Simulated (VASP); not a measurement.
# BN (P6_3/mmc) in VASP: notebook

The runs below take BN through single point, with PBE.

All numbers are computed with VASP 6.6.1; they aren't measurements. Logs are shortened: lines on timing, memory, paths and dates and some standing lists are left out, and cuts for length are marked.

## 1. The cell of the first run

Symmetry: P6_3/mmc, No. 194, hexagonal system. The conventional cell has a = 2.590 Å, b = 2.590 Å, c = 6.727 Å, α = 90.00°, β = 90.00°, γ = 120.00°. B (site symmetry -6m2) has 3 N at 1.50 Å within 2.0 Å. N (site symmetry -6m2) has 3 B at 1.50 Å within 2.0 Å.

## 2. Single point, PBE (volume scaled by 1.06, then relaxed in part)

INCAR

```
SYSTEM = BN
ALGO = Normal ; EDIFF = 1E-6
ENCUT = 520 ; GGA = PE
ISIF = 2 ; ISMEAR = -1
LASPH = .TRUE. ; LCHARG = .FALSE.
LREAL = .FALSE. ; LWAVE = .FALSE.
NBANDS = 16 ; NELM = 60
PREC = Accurate ; SIGMA = 0.02
```

KPOINTS

```
k-points
0
G
  13 13 5
  0 0 0
```

POSCAR

```
BN
1.0
    2.5898165689      0.0000000000      0.0000000000
   -1.2949082845      2.2428469398      0.0000000000
    0.0000000000      0.0000000000      6.7274054023
B N
2 2
Direct
    0.3333333333      0.6666666667      0.2500000000
    0.6666666667      0.3333333333      0.7500000000
    0.3333333333      0.6666666667      0.7500000000
    0.6666666667      0.3333333333      0.2500000000
```

Potentials or basis: VASP PAW PBE potentials, release 64 (B, N).

Command:

```console
> cat potpaw_PBE.64/B/POTCAR potpaw_PBE.64/N/POTCAR > POTCAR
> mpirun -np 1 vasp_std > vasp.out
```

OUTCAR:

```text
SYSTEM = BN
   EDIFF = 1E-6
   ENCUT = 520
   GGA = PE
   ISIF = 2
   ISMEAR = -1
   LASPH = .TRUE.
   LREAL = .FALSE.
   NELM = 60
   PREC = Accurate

 ion  position               nearest neighbor table
   1  0.333  0.667  0.250-   4 1.50   4 1.50   4 1.50
   2  0.667  0.333  0.750-   3 1.50   3 1.50   3 1.50
   3  0.333  0.667  0.750-   2 1.50   2 1.50   2 1.50
   4  0.667  0.333  0.250-   1 1.50   1 1.50   1 1.50

  LATTYP: Found a hexagonal cell.
 ALAT       =     2.5898165689
 C/A-ratio  =     2.5976377953

  Lattice vectors:

 A1 = (   2.5898165689,   0.0000000000,   0.0000000000)
 A2 = (  -1.2949082845,   2.2428469398,   0.0000000000)
 A3 = (   0.0000000000,   0.0000000000,   6.7274054023)

Analysis of symmetry for initial positions (statically):
=====================================================================
 Subroutine PRICEL returns:
 Original cell was already a primitive cell.

 Routine SETGRP: Setting up the symmetry group for a
 hexagonal supercell.

 Subroutine GETGRP returns: Found 24 space group operations
 (whereof 12 operations were pure point group operations)
 out of a pool of 24 trial point group operations.

The static configuration has the point symmetry D_3d.
 The point group associated with its full space group is D_6h.

Analysis of symmetry for dynamics (positions and initial velocities):
=====================================================================
 Subroutine PRICEL returns:
 Original cell was already a primitive cell.

 Routine SETGRP: Setting up the symmetry group for a
 hexagonal supercell.

 Subroutine GETGRP returns: Found 24 space group operations
 (whereof 12 operations were pure point group operations)
 out of a pool of 24 trial point group operations.

The dynamic configuration has the point symmetry D_3d.
 The point group associated with its full space group is D_6h.

 Subroutine INISYM returns: Found 24 space group operations
 (whereof 12 operations are pure point group operations),
 and found     1 'primitive' translations

----------------------------------------------------------------------------------------

                                     Primitive cell

  volume of cell :      39.0766

[... 85 lines left out ...]
   ICHARG =      2    charge: 1-file 2-atom 10-const
   ISPIN  =      1    spin polarized calculation?
   LNONCOLLINEAR =      F non collinear calculations
   LSORBIT =      F    spin-orbit coupling
   LASPH  =      T    aspherical Exc in radial PAW
   ENCUT  =  520.0 eV  38.22 Ry    6.18 a.u.   4.82  4.82 12.51*2*pi/ulx,y,z
   NELM   =     60;   NELMIN=  2; NELMDL= -5     # of ELM steps
   EDIFF  = 0.1E-05   stopping-criterion for ELM
   LREAL  =      F    real-space projection
   EDIFFG = 0.1E-04   stopping-criterion for IOM
   NSW    =      0    number of steps for IOM
   IBRION =     -1    ionic relax: 0-MD 1-quasi-New 2-CG
   NFREE  =      0    steps in history (QN), initial steepest desc. (CG)
   ISIF   =      2    stress and relaxation
   ISYM   =      2    0-nonsym 1-usesym 2-fastsym
   POTIM  = 0.5000    time-step for ionic-motion
   TEBEG  =    0.0;   TEEND  =   0.0 temperature during run
   PSTRESS=    0.0 pullay stress
   NELECT =      16.0000    total number of electrons
   NUPDOWN=      -1.0000    fix difference up-down
   EMIN   =  10.00;   EMAX   =-10.00  energy-range for DOS
   EFERMI =   0.00;   METHOD = LEGACY
   ISMEAR =    -1;   SIGMA  =   0.02  broadening in eV -4-tet -1-fermi 0-gaus
   EFERMI_NEDOS =   21; number of points for ismear=-14 and -15
   IALGO  =     38    algorithm
   IMIX   =      4    mixing-type and parameters
     AMIX     =   0.40;   BMIX     =  1.00
     AMIX_MAG =   1.60;   BMIX_MAG =  1.00
  volume/ion in A,a.u.               =       9.77        65.93
  Fermi-wavevector in a.u.,A,eV,Ry     =   1.215652  2.297250 20.106836  1.477811
  Thomas-Fermi vector in A             =   2.351032
   LORBIT       =      0    0 simple, 1 ext, 2 COOP (PROOUT), +10 PAW based schemes
   GGA     = PE    functional components
   LHFCALC =     F    Hartree Fock is set to
   AEXX    =    0.0000 exact exchange contribution
   IVDW    =     0    specifies the selected vdW correction
   LEPSILON=     F    determine dielectric tensor
   LRPA    =     F    only Hartree local field effects (RPA)
 non-spin polarized calculation
  energy-cutoff  :      520.00
  volume of cell :       39.08
 maximum number of plane-waves:      1066
 NGX is ok and might be reduce to    20
   NGX =  9   NGY =  9   NGZ = 25

 number of electron      16.0000000 magnetization

 Free energy of the ion-electron system (eV)
  ---------------------------------------------------
  ext. energy  EPLUGINS =         0.00000000
  ---------------------------------------------------
  free energy    TOTEN  =       -34.95643570 eV

  energy without entropy =      -34.95643570  energy(sigma->0) =      -34.95643570

 E-fermi :   2.1905     XC(G=0):  -9.7796

 val. band max:        1.7979288205   @ k =   0.3077   0.3077   0.0000
 cond. band min:       5.9227222318   @ k =   0.4615   0.0769   0.0000
 fundamental gap:      4.1247934112
 Fermi energy:         2.1905377625

 k-point     1 :       0.0000    0.0000    0.0000
  band No.  band energies     occupation
      1     -15.4479      2.00000
      2     -15.1727      2.00000
      3      -3.9280      2.00000
      4      -1.8689      2.00000
      5       0.3176      2.00000
      6       0.3176      2.00000
[... 433 lines left out ...]
      3      -3.1916      2.00000
      4      -1.6193      2.00000
      5      -1.3186      2.00000
      6      -1.2661      2.00000
[... 8 lines left out ...]
     15      14.2127      0.00000
     16      14.3048      0.00000

 [... further k-points ...]
[... 5 lines left out ...]
  --------------------------------------------------------------------------------------
  -------------------------------------------------------------------------------------
  Total       -6.7666340     -6.7666340      0.5303240      0.0000000      0.0000000      0.0000000
  in kB     -277.4386917   -277.4386917     21.7438069      0.0000000      0.0000000      0.0000000
  external PRESSURE =    -177.7111921 kB  Pullay stress =       0.0000000 kB

 VOLUME and BASIS-vectors are now :
 -----------------------------------------------------------------------------
  energy-cutoff  :      520.00
  volume of cell :       39.08
      direct lattice vectors                 reciprocal lattice vectors
     2.589816569  0.000000000  0.000000000     0.386127733  0.222930950  0.000000000
    -1.294908284  2.242846940  0.000000000     0.000000000  0.445861901  0.000000000
     0.000000000  0.000000000  6.727405402     0.000000000  0.000000000  0.148645717

 POSITION                                       TOTAL-FORCE (eV/Angst)
 -----------------------------------------------------------------------------------
     -0.00000      1.49523      1.68185         0.000000     -0.000000      0.000000
      1.29491      0.74762      5.04555        -0.000000      0.000000      0.000000
     -0.00000      1.49523      5.04555        -0.000000      0.000000      0.000000
      1.29491      0.74762      1.68185        -0.000000      0.000000     -0.000000
 -----------------------------------------------------------------------------------
    total drift:                               -0.000000      0.000000      0.000000

  FREE ENERGIE OF THE ION-ELECTRON SYSTEM (eV)
  ---------------------------------------------------
  free  energy   TOTEN  =       -34.9564357017 eV

  energy  without entropy=      -34.9564357016  energy(sigma->0) =      -34.95643570
```

stdout:

```text
POSCAR found type information on POSCAR B N
 POSCAR found :  2 types and       4 ions
 scaLAPACK will be used
 LDA part: xc-table for (Slater+PW92), standard interpolation
 POSCAR, INCAR and KPOINTS ok, starting setup
 FFT: planning ... GRIDC
 FFT: planning ... GRID_SOFT
 FFT: planning ... GRID
 WAVECAR not read
 entering main loop
```

It took 18 s on 1 thread of AMD EPYC 9R45 (Zen 5), shared host; peak memory 0.13 GiB.

Results:

```
Free energy            : -34.9564 eV
Pressure               : -17.8 GPa
Band gap on the k mesh : 4.12 eV, indirect (least direct gap 4.42 eV)
```

Stress tensor (GPa, compression positive):
```
-27.74   0.00   0.00
  0.00 -27.74   0.00
  0.00   0.00   2.17
```

Caveat: this functional lacks dispersion, which binds the layers, so the pressure and a relaxed spacing across them are unreliable.

## 3. Single point, PBE (volume scaled by 0.94, then relaxed in part)

INCAR

```
PREC = Accurate
ENCUT = 520
EDIFF = 1E-6
ISMEAR = -1
SIGMA = 0.02
LREAL = False
LASPH = True
NELM = 80
ALGO = Normal
ISIF = 2
LWAVE = False
LCHARG = False
GGA = PE
NBANDS = 16
```

KPOINTS

```
regular mesh
0
Gamma
  13 13 5
```

POSCAR

```
BN
1.0
    2.4881487161      0.0000000000      0.0000000000
   -1.2440743581      2.1547999966      0.0000000000
    0.0000000000      0.0000000000      6.4633091453
B N
2 2
Direct
    0.3333333333      0.6666666667      0.2500000000
    0.6666666667      0.3333333333      0.7500000000
    0.3333333333      0.6666666667      0.7500000000
    0.6666666667      0.3333333333      0.2500000000
```

Potentials or basis: VASP PAW PBE potentials, release 64 (B, N).

Command:

```console
> cat potpaw_PBE.64/B/POTCAR potpaw_PBE.64/N/POTCAR > POTCAR
> mpirun -np 1 vasp_std > vasp.out
```

Run time: 34 s. Hardware: 1 thread of Intel Xeon Platinum 8375C at 2.90GHz (Ice Lake), shared host; peak memory 0.16 GiB.

The run converged. Its results:

| Item | Value |
| --- | --- |
| Free energy | -35.1107 eV |
| Pressure | 8.8 GPa |
| Band gap on the k mesh | 4.28 eV, indirect (least direct gap 4.66 eV) |

Stress tensor (GPa, compression positive):
```
11.22  0.00  0.00
 0.00 11.22  0.00
 0.00  0.00  3.92
```

Levels at points of the mesh, in eV from the valence-band top:
| k point | band 6 | band 7 | band 8 | band 9 | band 10 | band 11 |
| --- | --- | --- | --- | --- | --- | --- |
| (0.00, 0.00, 0.00) | -1.36 | -1.31 | -1.31 | 5.39 | 10.66 | 11.65 |

Caveat: this functional lacks dispersion, which binds the layers, so the pressure and a relaxed spacing across them are unreliable.
